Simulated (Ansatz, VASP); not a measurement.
**Two plane-wave programs on InGa2O**

```xyz
4
Lattice="3.4578 0.0000 0.0000 0.0000 3.4578 0.0000 0.0000 0.0000 6.6817" Properties=species:S:1:pos:R:3 pbc="T T T"
In    1.7289    1.7289    3.3408
Ga    0.0000    1.7289    1.1550
Ga    1.7289    0.0000    5.5266
O     0.0000    0.0000    0.0000
```

Change from the starting cell: species swapped into the ZnGeP2 type (P-4m2, No. 115).

Alike in both runs: task single point; functional PBE; k mesh 6 × 6 × 4; occupations gaussian, width 0.1 eV; collinear spin.

|  | VASP | Ansatz |
| --- | --- | --- |
| version | VASP 6.6.1 | Ansatz 0.2.0 |
| potentials or method | VASP PAW PBE potentials, release 64 (In_d, Ga_d, O), cutoff 520 eV | scalar-relativistic, plane waves, PAW |
| valence electrons in the cell | 45 | 45 |

Ansatz gave:

```
gap on the k mesh at the Fermi level (eV)                     : none
pressure (GPa)                                                : 0.0
traceless stress, the component that is largest in VASP (GPa) : 0.06
rms of the force components (eV/Å)                            : 0.002
net moment per atom (μB)                                      : 0.00
```

Question: Estimate VASP's values.

Answer: gap on the k mesh at the Fermi level (eV): none; pressure (GPa): 0.2; traceless stress, the component that is largest in VASP (GPa): 0.05; rms of the force components (eV/Å): 0.015; net moment per atom (μB): 0.00.

Atom by atom the forces differ by 0.017 eV/Å (rms over components). A gap of «none» marks a metal or a gap that the smearing closes. With one functional, cell and mesh, what is left measures potentials, basis and numerics. Ansatz's warnings: seeded moment not kept.
